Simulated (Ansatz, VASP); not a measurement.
## TePb: VASP beside Ansatz

File INCAR:

```
PREC     = Accurate       # precision mode
ENCUT    = 520            # plane-wave cutoff, eV
EDIFF    = 1E-8           # SCF threshold, eV
ISMEAR   = -1             # smearing method
SIGMA    = 0.03           # smearing width, eV
LREAL    = F              # projectors in reciprocal space
LASPH    = T              # aspherical terms in the spheres
NELM     = 60             # most SCF steps
ALGO     = Normal         # electronic algorithm
ISIF     = 2              # what is computed and relaxed
LWAVE    = F              # write WAVECAR
LCHARG   = F              # write CHGCAR
GGA      = PS             # functional
LEFG     = T            
NBANDS   = 17             # bands
```

File KPOINTS:

```
regular mesh
0
Gamma
  10 10 10
```

POSCAR

```
TePb
1.0
    0.0000000000      3.2694653961      3.2694653961
    3.2694653961      0.0000000000      3.2694653961
    3.2694653961      3.2694653961      0.0000000000
Te Pb
1 1
Direct
    0.5000000000      0.5000000000      0.5000000000
    0.0000000000      0.0000000000      0.0000000000
```

Input for Ansatz:

```yaml
crystal:
  lattice:
    - [0.0, 3.2694653961, 3.2694653961]
    - [3.2694653961, 0.0, 3.2694653961]
    - [3.2694653961, 3.2694653961, 0.0]
  atoms:
    - { symbol: Te, position: [0.5, 0.5, 0.5] }
    - { symbol: Pb, position: [0.0, 0.0, 0.0] }
kpoints:
  mp_grid: { grid: [10, 10, 10] }
scf:
  occupations: { method: fermi_dirac, width: 0.03 }
hamiltonian:
  xc: pbesol
  pseudopotentials: { kind: all_electron, datasets: crystal }
output:
  forces: true
  stress: true
  eigenvalues: true
  efg: { contact_densities: true }
```

Change from the starting cell: volume scaled by 1.04, crystal datasets.

Alike in both runs: task electric field gradients; functional PBEsol; k mesh 10 × 10 × 10; occupations fermi-dirac, width 0.03 eV; no spin polarisation.

```csv
,VASP,Ansatz
version,VASP 6.6.1,Ansatz 0.2.0
potentials or method,"VASP PAW PBE potentials, release 64 (Te, Pb_d), cutoff 520 eV","all-electron PAW with datasets made for the crystal, scalar-relativistic"
```

```csv
,VASP,Ansatz,Ansatz less VASP
pressure (GPa),-1.8,-1.8,+0.03
```

VASP's potentials were made for PBE, not for PBEsol. Ansatz ran all-electron here, and VASP with PAW potentials.

Neither program's run includes spin-orbit coupling.
